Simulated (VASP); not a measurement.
## WC: electric field gradients with PBEsol

WC:

```
W C
1.0
     2.95851    0.00000    0.00000
    -1.47926    2.56215    0.00000
     0.00000    0.00000    2.82900
W C
1 1
Direct
  0.00000 0.00000 0.00000
  0.66667 0.33333 0.50000
```

This cell differs from its parent crystal: equal xx and yy strain of +2 %.

- Program: VASP 6.6.1
- Task: electric field gradients
- Functional: PBEsol
- Potentials or basis: VASP PAW PBE potentials, release 64 (W_sv, C_h)
- Cutoff: 1000 eV
- k mesh: 13 × 13 × 12
- Occupations: fermi-dirac, width 0.05 eV
- Spin: no spin polarisation
- Dipole correction: no
- Further INCAR settings: ALGO = Normal; EDIFF = 1e-08; NBANDS = 16

```json
{
 "Pressure": "-13.7 GPa",
 "Band gap on the k mesh": "zero (bands 9 and 10 overlap by 1.20 eV)",
 "Largest electric field gradient by atom": "W -170.7; C -0.7 V/Å²"
}
```

Stress tensor (GPa, compression positive):
```
-17.42   0.00   0.00
  0.00 -17.42   0.00
  0.00   0.00  -6.29
```

Levels at points of the mesh, in eV from the Fermi level:
```csv
k point,band 7,band 8,band 9,band 10,band 11,band 12
"(0.00, 0.00, 0.00)",-3.34,-3.34,0.31,3.12,3.12,5.55
"(0.00, 0.00, 0.50)",-2.11,-2.11,-0.54,-0.54,3.91,4.34
```

Electric field gradients, principal values (V/Å²):
| atom | least | middle | greatest (by size) |
| --- | --- | --- | --- |
| 1 W | 85.331 | 85.331 | -170.662 |
| 2 C | 0.346 | 0.346 | -0.692 |

It took 110 s on 1 thread of AMD EPYC 7R43 64-Core Processor (Zen 3), with other jobs on the host, peak memory 0.25 GiB.

Caveat: the cell differs from its parent crystal (equal xx and yy strain of +2 %); the stress differs along the axes, from -17 to -6 GPa; without QUAD_EFG the Cq values of the log hold for a quadrupole moment of 1 mb, not for the nuclei; the PAW data sets were made with another functional, which shifts forces and pressure a little; spin-orbit coupling is left out, which moves the levels of the heavy elements.
